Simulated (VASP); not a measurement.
# SnRu4 (Cmmm) in VASP: further runs, part 2 of 2

VASP 6.6.1. The steps go on from the part before.

## Step 3: Single point, PBE

This run uses another cell than the first one, of 14.77 Å³/atom.

Contents of INCAR:

```
SYSTEM = SnRu4
PREC     = Accurate       ! precision mode
ENCUT    = 520            ! plane-wave cutoff, eV
EDIFF    = 1E-6           ! SCF threshold, eV
ISMEAR   = 0              ! smearing method
SIGMA    = 0.1            ! smearing width, eV
LREAL    = .False.        ! projectors in reciprocal space
LASPH    = .True.         ! aspherical terms in the spheres
NELM     = 60             ! most SCF steps
ALGO     = Fast           ! electronic algorithm
ISIF     = 2              ! what is computed and relaxed
LWAVE    = .False.        ! write WAVECAR
LCHARG   = .False.        ! write CHGCAR
GGA      = PE             ! functional
NBANDS   = 43             ! bands
```

Contents of KPOINTS:

```
regular mesh
0
Gamma
  4 4 6
  0 0 0
```

Contents of POSCAR:

```
SnRu4
1.0
    3.3954991200     -3.5655097500      0.0000000000
    3.3954991200      3.5655097500      0.0000000000
    0.0000000000      0.0000000000      3.0490545700
Sn Ru
1 4
Direct
    0.0000000000      0.0000000000      0.0000000000
    0.8105999900      0.1894000100      0.5000000000
    0.1894000100      0.8105999900      0.5000000000
    0.2852000000      0.2852000000      0.0000000000
    0.7148000000      0.7148000000      0.0000000000
```

Potentials or basis: VASP PAW PBE potentials, release 64 (Sn_d, Ru_pv).

The run is started by

```
$ cat potpaw_PBE.64/Sn_d/POTCAR potpaw_PBE.64/Ru_pv/POTCAR > POTCAR
$ mpirun -np 1 vasp_std > vasp.out
```

OUTCAR:

```text
SYSTEM = SnRu4
   PREC = Accurate
   ENCUT = 520
   EDIFF = 1E-6
   ISMEAR = 0
   LREAL = .False.
   LASPH = .True.
   NELM = 60
   ISIF = 2
   GGA = PE

 ion  position               nearest neighbor table
   1  0.000  0.000  0.000-   4 1.94   5 1.94   2 2.04   3 2.04   2 2.04   3 2.04
   2  0.811  0.189  0.500-   1 2.04   1 2.04   3 2.70   5 2.81   4 2.81   4 2.81   5 2.81   5 3.06
                             5 3.06   4 3.06   4 3.06
   3  0.189  0.811  0.500-   1 2.04   1 2.04   2 2.70   5 2.81   4 2.81   4 2.81   5 2.81   5 3.06
                             5 3.06   4 3.06   4 3.06
   4  0.285  0.285  0.000-   1 1.94   2 2.81   3 2.81   2 2.81   3 2.81   5 2.92   3 3.06   3 3.06
                             2 3.06   2 3.06
   5  0.715  0.715  0.000-   1 1.94   2 2.81   3 2.81   2 2.81   3 2.81   4 2.92   2 3.06   2 3.06
                             3 3.06   3 3.06

  LATTYP: Found a base centered orthorhombic cell.
 ALAT       =     6.7909982400
 B/A-ratio  =     1.0500694078
 C/A-ratio  =     0.4489847387

  Lattice vectors:

 A1 = (   3.3954991200,  -3.5655097500,   0.0000000000)
 A2 = (   3.3954991200,   3.5655097500,   0.0000000000)
 A3 = (   0.0000000000,   0.0000000000,   3.0490545700)

Analysis of symmetry for initial positions (statically):
=====================================================================
 Subroutine PRICEL returns:
 Original cell was already a primitive cell.

 Routine SETGRP: Setting up the symmetry group for a
 base centered orthorhombic supercell.

 Subroutine GETGRP returns: Found  8 space group operations
 (whereof  8 operations were pure point group operations)
 out of a pool of  8 trial point group operations.

The static configuration has the point symmetry D_2h.

Analysis of symmetry for dynamics (positions and initial velocities):
=====================================================================
 Subroutine PRICEL returns:
 Original cell was already a primitive cell.

 Routine SETGRP: Setting up the symmetry group for a
 base centered orthorhombic supercell.

 Subroutine GETGRP returns: Found  8 space group operations
 (whereof  8 operations were pure point group operations)
 out of a pool of  8 trial point group operations.

The dynamic configuration has the point symmetry D_2h.

 Subroutine INISYM returns: Found  8 space group operations
 (whereof  8 operations are pure point group operations),
 and found     1 'primitive' translations

----------------------------------------------------------------------------------------

                                     Primitive cell

  volume of cell :      73.8279

  direct lattice vectors                    reciprocal lattice vectors
     3.395499120 -3.565509750  0.000000000     0.147253756 -0.140232403  0.000000000
     3.395499120  3.565509750  0.000000000     0.147253756  0.140232403  0.000000000
     0.000000000  0.000000000  3.049054570     0.000000000  0.000000000  0.327970516

  length of vectors
     4.923644387  4.923644387  3.049054570     0.203344033  0.203344033  0.327970516

  position of ions in fractional coordinates (direct lattice)
     0.000000000  0.000000000  0.000000000
     0.810599990  0.189400010  0.500000000
[... 39 lines left out ...]
            Coordinates               Weight
  0.000000  0.000000  0.000000      1.000000
  0.250000  0.000000  0.000000      4.000000
  0.500000  0.000000  0.000000      2.000000
  0.250000  0.250000  0.000000      2.000000
  0.500000  0.250000  0.000000      4.000000
 -0.250000  0.250000  0.000000      2.000000
[... 16 lines left out ...]
  0.250000  0.000000  0.500000      4.000000
  0.500000  0.000000  0.500000      2.000000
 [... further k-points ...]
   k-points           NKPTS =     28   k-points in BZ     NKDIM =     28   number of bands    NBANDS=     43
   number of dos      NEDOS =    301   number of ions     NIONS =      5
   total plane-waves  NPLWV =  38400
   dimension x,y,z NGX =    40 NGY =   40 NGZ =   24
   dimension x,y,z NGXF=    80 NGYF=   80 NGZF=   48
   ions per type =               1   4
   NGX,Y,Z   is equivalent  to a cutoff of  13.51, 13.51, 13.09 a.u.
   NGXF,Y,Z  is equivalent  to a cutoff of  27.01, 27.01, 26.17 a.u.
 SYSTEM =  SnRu4
   PREC   = accura    normal or accurate (medium, high low for compatibility)
   ISTART =      0    job   : 0-new  1-cont  2-samecut
   ICHARG =      2    charge: 1-file 2-atom 10-const
   ISPIN  =      1    spin polarized calculation?
   LNONCOLLINEAR =      F non collinear calculations
   LSORBIT =      F    spin-orbit coupling
   LASPH  =      T    aspherical Exc in radial PAW
   ENCUT  =  520.0 eV  38.22 Ry    6.18 a.u.   9.15  9.15  5.67*2*pi/ulx,y,z
   NELM   =     60;   NELMIN=  2; NELMDL= -5     # of ELM steps
   EDIFF  = 0.1E-05   stopping-criterion for ELM
   LREAL  =      F    real-space projection
   EDIFFG = 0.1E-04   stopping-criterion for IOM
   NSW    =      0    number of steps for IOM
   IBRION =     -1    ionic relax: 0-MD 1-quasi-New 2-CG
   NFREE  =      0    steps in history (QN), initial steepest desc. (CG)
   ISIF   =      2    stress and relaxation
   ISYM   =      2    0-nonsym 1-usesym 2-fastsym
   POTIM  = 0.5000    time-step for ionic-motion
   TEBEG  =    0.0;   TEEND  =   0.0 temperature during run
   PSTRESS=    0.0 pullay stress
   NELECT =      70.0000    total number of electrons
   NUPDOWN=      -1.0000    fix difference up-down
   EMIN   =  10.00;   EMAX   =-10.00  energy-range for DOS
   EFERMI =   0.00;   METHOD = LEGACY
   ISMEAR =     0;   SIGMA  =   0.10  broadening in eV -4-tet -1-fermi 0-gaus
   EFERMI_NEDOS =   21; number of points for ismear=-14 and -15
   IALGO  =     68    algorithm
   IMIX   =      4    mixing-type and parameters
     AMIX     =   0.40;   BMIX     =  1.00
     AMIX_MAG =   1.60;   BMIX_MAG =  1.00
  volume/ion in A,a.u.               =      14.77        99.64
  Fermi-wavevector in a.u.,A,eV,Ry     =   1.608301  3.039248 35.193271  2.586632
  Thomas-Fermi vector in A             =   2.704192
   LORBIT       =      0    0 simple, 1 ext, 2 COOP (PROOUT), +10 PAW based schemes
   GGA     = PE    functional components
   LHFCALC =     F    Hartree Fock is set to
   AEXX    =    0.0000 exact exchange contribution
   IVDW    =     0    specifies the selected vdW correction
   LEPSILON=     F    determine dielectric tensor
   LRPA    =     F    only Hartree local field effects (RPA)
 non-spin polarized calculation
 RMM-DIIS sequential band-by-band and
 Gauss-broadening in eV      SIGMA  =   0.10
  energy-cutoff  :      520.00
  volume of cell :       73.83
 maximum number of plane-waves:      2004
 NGX is ok and might be reduce to    40
   NGX = 19   NGY = 19   NGZ = 11

 number of electron      69.9999999 magnetization

 Free energy of the ion-electron system (eV)
  ---------------------------------------------------
  ext. energy  EPLUGINS =         0.00000000
  ---------------------------------------------------
  free energy    TOTEN  =       -11.93055463 eV

  energy without entropy =      -11.88866187  energy(sigma->0) =      -11.90960825

 E-fermi :  12.0406     XC(G=0): -13.2229

 val. band max:       12.0289584524   @ k =  -0.2500   0.2500   0.0000
 cond. band min:      12.0520029397   @ k =   0.5000   0.2500   0.0000
 fundamental gap:      0.0230444873
 Fermi energy:        12.0406308538

 k-point     1 :       0.0000    0.0000    0.0000
  band No.  band energies     occupation
      1     -31.4818      2.00000
      2     -31.1257      2.00000
      3     -31.0744      2.00000
      4     -31.0011      2.00000
      5     -30.8557      2.00000
      6     -30.7548      2.00000
[... 1093 lines left out ...]
     42      18.6108      0.00000
     43      20.1279      0.00000

 [... further k-points ...]

------------------------ aborting loop because EDIFF is reached ----------------------------------------

  FORCE on cell =-STRESS in cart. coord.  units (eV):
  Direction    XX          YY          ZZ          XY          YZ          ZX
  --------------------------------------------------------------------------------------
  -------------------------------------------------------------------------------------
  Total       85.7917922     52.0705402     68.9069493      0.0000000      0.0000000      0.0000000
  in kB     1861.8122329   1130.0098318   1495.3854877      0.0000000      0.0000000      0.0000000
  external PRESSURE =    1495.7358508 kB  Pullay stress =       0.0000000 kB

 VOLUME and BASIS-vectors are now :
 -----------------------------------------------------------------------------
  energy-cutoff  :      520.00
  volume of cell :       73.83
      direct lattice vectors                 reciprocal lattice vectors
     3.395499120 -3.565509750  0.000000000     0.147253756 -0.140232403  0.000000000
     3.395499120  3.565509750  0.000000000     0.147253756  0.140232403  0.000000000
     0.000000000  0.000000000  3.049054570     0.000000000  0.000000000  0.327970516

 POSITION                                       TOTAL-FORCE (eV/Angst)
 -----------------------------------------------------------------------------------
      0.00000      0.00000      0.00000        -0.000000     -0.000000     -0.000000
      3.39550     -2.21489      1.52453         0.000000     23.113795      0.000000
      3.39550      2.21489      1.52453         0.000000    -23.113795     -0.000000
      1.93679      0.00000      0.00000        24.686904      0.000000     -0.000000
      4.85421      0.00000      0.00000       -24.686904      0.000000      0.000000
 -----------------------------------------------------------------------------------
    total drift:                                0.000000     -0.000000     -0.000000

  FREE ENERGIE OF THE ION-ELECTRON SYSTEM (eV)
  ---------------------------------------------------
  free  energy   TOTEN  =       -11.9305546344 eV

  energy  without entropy=      -11.8886618661  energy(sigma->0) =      -11.90960825
```

Wall time 66 s (1 thread of AMD EPYC 9R45 (Zen 5), shared host); peak memory 0.2 GiB.

Results:

```yaml
Free_energy: -11.9306 eV
Pressure: 149.6 GPa
Largest_force: 24.687 eV/Å
Band_gap_on_the_k_mesh: zero (bands 35 and 36 overlap by 0.86 eV)
```

Forces on the atoms (eV/Å):
```
Sn    0.000   0.000   0.000
Ru    0.000  23.114   0.000
Ru    0.000 -23.114   0.000
Ru   24.687   0.000   0.000
Ru  -24.687   0.000   0.000
```

Stress tensor (GPa, compression positive):
```
186.18   0.00   0.00
  0.00 113.00   0.00
  0.00   0.00 149.54
```

Caveat: atoms lie so close that the PAW spheres overlap strongly, which falsifies energies and pressures; the stress differs along the axes, from 113 to 186 GPa; spin-orbit coupling is left out, which moves the levels of the heavy elements; forces of over 1 eV/Å act on the atoms, so gaps and moduli don't describe the material at rest.

## Step 4: Single point, PBE

Contents of INCAR:

```
PREC     = Accurate       # precision mode
ENCUT    = 520            # plane-wave cutoff, eV
EDIFF    = 1E-7           # SCF threshold, eV
ISMEAR   = 0              # smearing method
SIGMA    = 0.1            # smearing width, eV
LREAL    = False          # projectors in reciprocal space
LASPH    = True           # aspherical terms in the spheres
NELM     = 60             # most SCF steps
ALGO     = Fast           # electronic algorithm
ISIF     = 2              # what is computed and relaxed
LWAVE    = False          # write WAVECAR
LCHARG   = False          # write CHGCAR
GGA      = PE             # functional
NBANDS   = 43             # bands
```

Contents of KPOINTS:

```
Automatic mesh
0
Gamma
  8 8 14
```

Contents of POSCAR:

```
SnRu4
1.0
    3.8032023997     -4.2221215271      0.0000000000
    3.8032023997      4.2221215271      0.0000000000
    0.0000000000      0.0000000000      2.7773453728
Sn Ru
1 4
Direct
    0.0000000000      0.0000000000      0.0000000000
    0.6920006861      0.6920006861      0.5000000000
    0.3079993139      0.3079993139      0.5000000000
    0.6864224859      0.3135775141      0.0000000000
    0.3135775141      0.6864224859      0.0000000000
```

The run is started by

```
$ cat potpaw_PBE.64/Sn_d/POTCAR potpaw_PBE.64/Ru_pv/POTCAR > POTCAR
$ mpirun -np 1 vasp_std > vasp.out
```

Wall time 7.2 min (1 thread of AMD EPYC 9R45 (Zen 5), shared host); peak memory 0.54 GiB.

The run converged. Its results:

| Quantity | Value |
| --- | --- |
| Free energy | -37.4137 eV |
| Pressure | 0.0 GPa |
| Largest force | 0.006 eV/Å |
| Band gap on the k mesh | zero (bands 35 and 36 overlap by 1.50 eV) |

Forces in eV/Å, atoms in the order of the input:
```
Sn   0.000  0.000  0.000
Ru  -0.006  0.000  0.000
Ru   0.006  0.000  0.000
Ru   0.000  0.002  0.000
Ru   0.000 -0.002  0.000
```

Levels at points of the mesh, in eV from the Fermi level:
```csv
k point,band 31,band 32,band 33,band 34,band 35,band 36,band 37,band 38,band 39,band 40
"(0.00, 0.00, 0.00)",-1.57,-1.38,-1.31,-0.17,0.17,0.37,0.43,0.50,0.72,0.97
"(0.50, 0.00, 0.00)",-1.70,-1.44,-1.41,-0.96,-0.52,0.04,0.44,0.89,1.01,1.46
"(0.50, 0.50, 0.00)",-1.62,-1.42,-1.34,-1.22,-1.12,-1.10,0.52,0.67,0.74,0.86
"(0.00, 0.00, 0.50)",-1.71,-1.32,-0.77,-0.62,-0.42,0.56,0.66,1.29,1.96,3.68
"(0.50, 0.00, 0.50)",-1.37,-0.55,-0.44,0.26,0.39,0.67,0.79,1.50,1.69,1.70
"(0.50, 0.50, 0.50)",-0.85,-0.53,-0.12,-0.10,0.05,0.36,0.68,0.73,0.96,1.85
```

Caveat: spin-orbit coupling is left out, which moves the levels of the heavy elements.

## Step 5: Summary

| cell | k mesh | further INCAR settings | gap on the mesh (eV) | pressure (GPa) | largest force (eV/Å) |
| --- | --- | --- | --- | --- | --- |
| a = 5.674, b = 5.674, c = 2.789 Å, angles 90.0, 90.0, 82.5°, 5 atoms, atomic positions A | 4 × 4 × 6 | ALGO = Fast; EDIFF = 1e-06; NBANDS = 43 | none | 0.1 | 0.01 |
| a = 4.924, b = 4.924, c = 3.049 Å, angles 90.0, 90.0, 92.8°, 5 atoms, atomic positions B | 4 × 4 × 6 | ALGO = Fast; EDIFF = 1e-06; NBANDS = 43 | none | 149.6 | 24.69 |
| a = 5.682, b = 5.682, c = 2.777 Å, angles 90.0, 90.0, 96.0°, 5 atoms, atomic positions C | 8 × 8 × 14 | ALGO = Fast; EDIFF = 1e-07; NBANDS = 43 | none | 0.0 | 0.01 |

Alike in all rows: task single point; level PBE; potentials or basis VASP PAW PBE potentials, release 64 (Sn_d, Ru_pv); no spin polarisation; cutoff (eV) 520; smearing gaussian 0.1 eV.

Caveats: some runs use coarse meshes; spin-orbit coupling is left out, which moves the levels of the heavy elements; atoms lie so close that the PAW spheres overlap strongly, which falsifies energies and pressures (at least some runs); the stress differs along the axes, from 113 to 186 GPa (at least some runs); forces of over 1 eV/Å act on the atoms, so gaps and moduli don't describe the material at rest (at least some runs).

Total energies depend on the potentials used, so only differences within one code and one set of settings carry meaning.

The gap in the log of VASP goes by the Fermi energy; the results here count the filled bands.